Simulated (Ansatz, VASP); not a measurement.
**One calculation of CaTeI3, two programs**

```
Ca Te I
1.0
     5.87533    0.00000    0.00000
    -2.93767    5.08819    0.00000
     0.00000    0.00000    9.19149
Ca Te I
1 1 3
Direct
  0.00000 0.00000 0.14760
  0.00000 0.00000 0.80050
  0.00000 0.00000 0.50811
  0.33333 0.66667 0.15285
  0.66667 0.33333 0.15285
```

Alike in both runs: functional PBE; k mesh 6 × 6 × 2; occupations gaussian, width 0.1 eV; no spin polarisation.

Ansatz relaxed the structure, and its values are those at the end. VASP's run is a single point on that final structure, the one shown.

|  | VASP | Ansatz |
| --- | --- | --- |
| version | VASP 6.6.1 | Ansatz 0.2.0 |
| potentials or method | VASP PAW PBE potentials, release 64 (Ca_sv, Te, I), cutoff 520 eV | scalar-relativistic, plane waves, PAW |
| valence electrons in the cell | 37 | 77 |

VASP gave:

* gap on the k mesh at the Fermi level (eV): none
* pressure (GPa): 0.0
* rms of the force components (eV/Å): 0.008

Task: Which values does Ansatz return?

Result: gap on the k mesh at the Fermi level (eV): none; pressure (GPa): 0.0; rms of the force components (eV/Å): 0.009.

A gap of «none» marks a metal or a gap that the smearing closes. The functional is the same, so the differences come from potentials, cutoffs and numerics. VASP's potentials hold 37 valence electrons a cell and Ansatz's 77, so a difference there can come from the potentials and not from the codes.

Neither program's run includes spin-orbit coupling.
